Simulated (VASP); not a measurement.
# Eu (Pm-3m) in VASP: relaxation of cell and atoms with PBE

Aim: the relaxation of cell and atoms of Eu with PBE.

Everything below comes from runs of VASP 6.6.1. Logs are shortened: lines on timing, memory, paths and dates and some standing lists are left out, and cuts for length are marked.

## Step 1: The cell of the first run

Symmetry: Pm-3m, No. 221, cubic system. The conventional cell has a = 3.573 Å, b = 3.573 Å, c = 3.573 Å, α = 90.00°, β = 90.00°, γ = 90.00°. Eu (site symmetry m-3m) has 6 Eu at 3.57 Å within 4.7 Å.

This isn't the form of Eu at room conditions, which is bcc.

## Step 2: Relaxation of cell and atoms, PBE, collinear spin, ferromagnetic start

The input, INCAR:

```
SYSTEM = Eu
ALGO = Normal ; EDIFF = 1E-7
EDIFFG = -0.005 ; ENCUT = 600
GGA = PE ; IBRION = 2
ISIF = 3 ; ISMEAR = -1
ISPIN = 2 ; LASPH = .TRUE.
LCHARG = .FALSE. ; LMAXMIX = 6
LORBIT = 11 ; LREAL = .FALSE.
LWAVE = .FALSE. ; MAGMOM = 7
NELM = 150 ; NSW = 60
PREC = Accurate ; SIGMA = 0.1
```

The input, KPOINTS:

```
k-points
0
G
  11 11 11
  0 0 0
```

The input, POSCAR:

```
Eu
1.0
    3.5731897204      0.0000000000      0.0000000000
    0.0000000000      3.5731897204      0.0000000000
    0.0000000000      0.0000000000      3.5731897204
Eu
1
Direct
    0.0000000000      0.0000000000      0.0000000000
```

Potentials or basis: VASP PAW PBE potentials, release 64 (Eu).

Run with:

```bash
$ cat potpaw_PBE.64/Eu/POTCAR > POTCAR
$ mpirun -np 1 vasp_std > vasp.out
```

OUTCAR:

```text
SYSTEM = Eu
   EDIFF = 1E-7
   EDIFFG = -0.005
   ENCUT = 600
   GGA = PE
   IBRION = 2
   ISIF = 3
   ISMEAR = -1
   ISPIN = 2
   LASPH = .TRUE.
   LORBIT = 11
   LREAL = .FALSE.
   NELM = 150
   NSW = 60
   PREC = Accurate

 ion  position               nearest neighbor table
   1  0.000  0.000  0.000-

  LATTYP: Found a simple cubic cell.
 ALAT       =     3.5731897204

  Lattice vectors:

 A1 = (   3.5731897204,   0.0000000000,   0.0000000000)
 A2 = (   0.0000000000,   3.5731897204,   0.0000000000)
 A3 = (   0.0000000000,   0.0000000000,   3.5731897204)

Analysis of symmetry for initial positions (statically):
=====================================================================
 Subroutine PRICEL returns:
 Original cell was already a primitive cell.

 Routine SETGRP: Setting up the symmetry group for a
 simple cubic supercell.

 Subroutine GETGRP returns: Found 48 space group operations
 (whereof 48 operations were pure point group operations)
 out of a pool of 48 trial point group operations.

The static configuration has the point symmetry O_h .

Analysis of symmetry for dynamics (positions and initial velocities):
=====================================================================
 Subroutine PRICEL returns:
 Original cell was already a primitive cell.

 Routine SETGRP: Setting up the symmetry group for a
 simple cubic supercell.

 Subroutine GETGRP returns: Found 48 space group operations
 (whereof 48 operations were pure point group operations)
 out of a pool of 48 trial point group operations.

The dynamic configuration has the point symmetry O_h .

Analysis of structural, dynamic, and magnetic symmetry:
=====================================================================
 Subroutine PRICEL returns:
 Original cell was already a primitive cell.

 Routine SETGRP: Setting up the symmetry group for a
 simple cubic supercell.

 Subroutine GETGRP returns: Found 48 space group operations
 (whereof 48 operations were pure point group operations)
 out of a pool of 48 trial point group operations.

The overall configuration has the point symmetry O_h .

 Subroutine INISYM returns: Found 48 space group operations
 (whereof 48 operations are pure point group operations),
 and found     1 'primitive' translations

----------------------------------------------------------------------------------------

                                     Primitive cell

  volume of cell :      45.6214

  direct lattice vectors                    reciprocal lattice vectors
     3.573189720  0.000000000  0.000000000     0.279861994  0.000000000  0.000000000
     0.000000000  3.573189720  0.000000000     0.000000000  0.279861994  0.000000000
     0.000000000  0.000000000  3.573189720     0.000000000  0.000000000  0.279861994

  length of vectors
     3.573189720  3.573189720  3.573189720     0.279861994  0.279861994  0.279861994

  position of ions in fractional coordinates (direct lattice)
     0.000000000  0.000000000  0.000000000

  ion indices of the primitive-cell ions
   primitive index   ion index
                 1           1

----------------------------------------------------------------------------------------

 KPOINTS: k-points

Automatic generation of k-mesh.
 Grid dimensions read from file:
 generate k-points for:   11   11   11

 Generating k-lattice:

  Cartesian coordinates                     Fractional coordinates (reciprocal lattice)
     0.025441999  0.000000000  0.000000000     0.090909091  0.000000000  0.000000000
     0.000000000  0.025441999  0.000000000     0.000000000  0.090909091  0.000000000
     0.000000000  0.000000000  0.025441999     0.000000000  0.000000000  0.090909091

  Length of vectors
     0.025441999  0.025441999  0.025441999

  Shift w.r.t. Gamma in fractional coordinates (k-lattice)
     0.000000000  0.000000000  0.000000000

 Subroutine IBZKPT returns following result:
 ===========================================

 Found     56 irreducible k-points:

 Following reciprocal coordinates:
            Coordinates               Weight
  0.000000  0.000000  0.000000      1.000000
  0.090909  0.000000  0.000000      6.000000
  0.181818  0.000000  0.000000      6.000000
  0.272727  0.000000  0.000000      6.000000
  0.363636  0.000000  0.000000      6.000000
  0.454545  0.000000  0.000000      6.000000
[... 16 lines left out ...]
  0.181818  0.090909  0.090909     24.000000
  0.272727  0.090909  0.090909     24.000000
 [... further k-points ...]
   k-points           NKPTS =     56   k-points in BZ     NKDIM =     56   number of bands    NBANDS=     16
   number of dos      NEDOS =    301   number of ions     NIONS =      1
   total plane-waves  NPLWV =  27000
   dimension x,y,z NGX =    30 NGY =   30 NGZ =   30
   dimension x,y,z NGXF=    60 NGYF=   60 NGZF=   60
   ions per type =               1
   NGX,Y,Z   is equivalent  to a cutoff of  13.96, 13.96, 13.96 a.u.
   NGXF,Y,Z  is equivalent  to a cutoff of  27.92, 27.92, 27.92 a.u.
 SYSTEM =  Eu
   PREC   = accura    normal or accurate (medium, high low for compatibility)
   ISTART =      0    job   : 0-new  1-cont  2-samecut
   ICHARG =      2    charge: 1-file 2-atom 10-const
   ISPIN  =      2    spin polarized calculation?
   LNONCOLLINEAR =      F non collinear calculations
   LSORBIT =      F    spin-orbit coupling
   LASPH  =      T    aspherical Exc in radial PAW
   ENCUT  =  600.0 eV  44.10 Ry    6.64 a.u.   7.14  7.14  7.14*2*pi/ulx,y,z
   NELM   =    150;   NELMIN=  2; NELMDL= -5     # of ELM steps
   EDIFF  = 0.1E-06   stopping-criterion for ELM
   LREAL  =      F    real-space projection
   EDIFFG = -.5E-02   stopping-criterion for IOM
   NSW    =     60    number of steps for IOM
   IBRION =      2    ionic relax: 0-MD 1-quasi-New 2-CG
   NFREE  =      1    steps in history (QN), initial steepest desc. (CG)
   ISIF   =      3    stress and relaxation
   ISYM   =      2    0-nonsym 1-usesym 2-fastsym
   POTIM  = 0.5000    time-step for ionic-motion
   TEBEG  =    0.0;   TEEND  =   0.0 temperature during run
   PSTRESS=    0.0 pullay stress
   NELECT =      17.0000    total number of electrons
   NUPDOWN=      -1.0000    fix difference up-down
   EMIN   =  10.00;   EMAX   =-10.00  energy-range for DOS
   EFERMI =   0.00;   METHOD = LEGACY
   ISMEAR =    -1;   SIGMA  =   0.10  broadening in eV -4-tet -1-fermi 0-gaus
   EFERMI_NEDOS =   21; number of points for ismear=-14 and -15
   IALGO  =     38    algorithm
   IMIX   =      4    mixing-type and parameters
     AMIX     =   0.40;   BMIX     =  1.00
     AMIX_MAG =   1.60;   BMIX_MAG =  1.00
  volume/ion in A,a.u.               =      45.62       307.87
  Fermi-wavevector in a.u.,A,eV,Ry     =   1.178063  2.226216 18.882596  1.387832
  Thomas-Fermi vector in A             =   2.314398
   LORBIT       =     11    0 simple, 1 ext, 2 COOP (PROOUT), +10 PAW based schemes
   GGA     = PE    functional components
   LHFCALC =     F    Hartree Fock is set to
   AEXX    =    0.0000 exact exchange contribution
   IVDW    =     0    specifies the selected vdW correction
   LEPSILON=     F    determine dielectric tensor
   LRPA    =     F    only Hartree local field effects (RPA)
 conjugate gradient relaxation of ions
 spin polarized calculation
  energy-cutoff  :      600.00
  volume of cell :       45.62
 maximum number of plane-waves:      1539
 NGX is ok and might be reduce to    30
   NGX = 15   NGY = 15   NGZ = 15

--------------------------------------- Ionic step        1  -------------------------------------------

 number of electron      17.0000000 magnetization       7.2998991

 Free energy of the ion-electron system (eV)
  ---------------------------------------------------
  ext. energy  EPLUGINS =         0.00000000
  ---------------------------------------------------
  free energy    TOTEN  =       -11.04856447 eV

  energy without entropy =      -10.97572512  energy(sigma->0) =      -11.01214479

------------------------ aborting loop because EDIFF is reached ----------------------------------------

  FORCE on cell =-STRESS in cart. coord.  units (eV):
  Direction    XX          YY          ZZ          XY          YZ          ZX
  --------------------------------------------------------------------------------------
  -------------------------------------------------------------------------------------
  Total       -0.1787854     -0.1787854     -0.1787854      0.0000000     -0.0000000     -0.0000000
  in kB       -6.2787681     -6.2787681     -6.2787681      0.0000000     -0.0000000     -0.0000000
  external PRESSURE =      -6.2787681 kB  Pullay stress =       0.0000000 kB
[... 160 lines left out ...]
  energy  without entropy=      -10.9845980881  energy(sigma->0) =      -11.01981976

--------------------------------------- Ionic step        6  -------------------------------------------

 number of electron      16.9999999 magnetization       7.2422723

 Free energy of the ion-electron system (eV)
  ---------------------------------------------------
  ext. energy  EPLUGINS =         0.00000000
  ---------------------------------------------------
  free energy    TOTEN  =       -11.05547981 eV

  energy without entropy =      -10.98587344  energy(sigma->0) =      -11.02067663

 E-fermi :   1.8866     XC(G=0):  -8.7682

 val. band max:        1.8831072948   @ k =   0.4545   0.3636   0.0000
 cond. band min:       1.8923057178   @ k =   0.1818   0.0909   0.0000
 fundamental gap:      0.0091984230
 Fermi energy:         1.8865605684

 spin component 1

 k-point     1 :       0.0000    0.0000    0.0000
  band No.  band energies     occupation
      1     -39.8926      1.00000
      2     -18.3650      1.00000
      3     -18.3650      1.00000
      4     -18.3650      1.00000
      5      -2.1465      1.00000
      6       1.3291      0.99622
[... 8 lines left out ...]
     15       7.3378      0.00000
     16       7.3378      0.00000
[... 420 lines left out ...]
  band No.  band energies     occupation
      1     -39.8596      1.00000
      2     -18.7425      1.00000
      3     -18.3834      1.00000
      4     -18.3779      1.00000
      5      -0.7060      1.00000
      6       1.2442      0.99838
[... 8 lines left out ...]
     15       5.3395      0.00000
     16       5.3827      0.00000

 [... further k-points ...]

 spin component 2

 k-point     1 :       0.0000    0.0000    0.0000
  band No.  band energies     occupation
      1     -36.7622      1.00000
      2     -16.0170      1.00000
      3     -16.0170      1.00000
      4     -16.0170      1.00000
      5      -1.4648      1.00000
      6       2.6804      0.00036
[... 8 lines left out ...]
     15       8.6681      0.00000
     16       8.6681      0.00000
[... 420 lines left out ...]
  band No.  band energies     occupation
      1     -36.7217      1.00000
      2     -16.4683      1.00000
      3     -16.0385      1.00000
      4     -16.0307      1.00000
      5       0.0337      1.00000
      6       3.2948      0.00000
[... 8 lines left out ...]
     15       6.8927      0.00000
     16       6.9325      0.00000

 [... further k-points ...]

------------------------ aborting loop because EDIFF is reached ----------------------------------------

  FORCE on cell =-STRESS in cart. coord.  units (eV):
  Direction    XX          YY          ZZ          XY          YZ          ZX
  --------------------------------------------------------------------------------------
  -------------------------------------------------------------------------------------
  Total       -0.0033508     -0.0033508     -0.0033508      0.0000000     -0.0000000      0.0000000
  in kB       -0.1267248     -0.1267248     -0.1267248      0.0000000     -0.0000000      0.0000000
  external PRESSURE =      -0.1267248 kB  Pullay stress =       0.0000000 kB
[... 16 lines left out ...]
  FREE ENERGIE OF THE ION-ELECTRON SYSTEM (eV)
  ---------------------------------------------------
  free  energy   TOTEN  =       -11.0554798074 eV

  energy  without entropy=      -10.9858734438  energy(sigma->0) =      -11.02067663

 reached required accuracy - stopping structural energy minimisation

 total charge

# of ion       s       p       d       f       tot
--------------------------------------------------
    1        2.082   5.702   0.348   6.646  14.778

 magnetization (x)

# of ion       s       p       d       f       tot
--------------------------------------------------
    1        0.006  -0.104   0.157   6.641   6.701
```

It took 13 min on 1 thread of Intel Xeon Platinum 8488C (Sapphire Rapids), shared host; peak memory 0.28 GiB.

Results:

```yaml
Free_energy: -11.0555 eV
Relaxed_volume: 42.36 Å³/atom
Relaxed_cell: a = 3.486 Å, b = 3.486 Å, c = 3.486 Å, α = 90.00°, β = 90.00°, γ = 90.00°
Space_group_after_relaxing_to_0.1_Å: Pm-3m (No. 221)
Energy_gained_by_relaxing: 6.9 meV/atom
Ionic_steps: 6
Pressure_after_relaxing: 0.0 GPa
Net_moment: 7.24 μB per cell
Site_moments: Eu +6.70 μB
Valence_electrons_inside_the_program's_atomic_spheres: Eu 14.78
```

Step by step:
| step | energy change (eV) | largest force (eV/Å) | pressure (GPa) | volume (Å³) |
| --- | --- | --- | --- | --- |
| 1 | 0.0000 | 0.0000 | -0.63 | 45.62 |
| 2 | -0.0039 | 0.0000 | -0.44 | 44.45 |
| 3 | -0.0069 | 0.0000 | 0.05 | 41.99 |
| 4 | -0.0069 | 0.0000 | 0.04 | 42.22 |
| 5 | -0.0065 | 0.0000 | -0.19 | 43.09 |
| 6 | -0.0069 | 0.0000 | -0.01 | 42.36 |

Final structure:
```xyz
1
Lattice="3.4861 0.0000 0.0000 0.0000 3.4861 0.0000 0.0000 0.0000 3.4861" Properties=species:S:1:pos:R:3 pbc="T T T"
Eu    0.0000    0.0000    0.0000
```

Caveat: spin-orbit coupling is left out, which moves the levels of the heavy elements; semilocal functionals describe open f shells poorly, which spoils levels, moments and volumes.
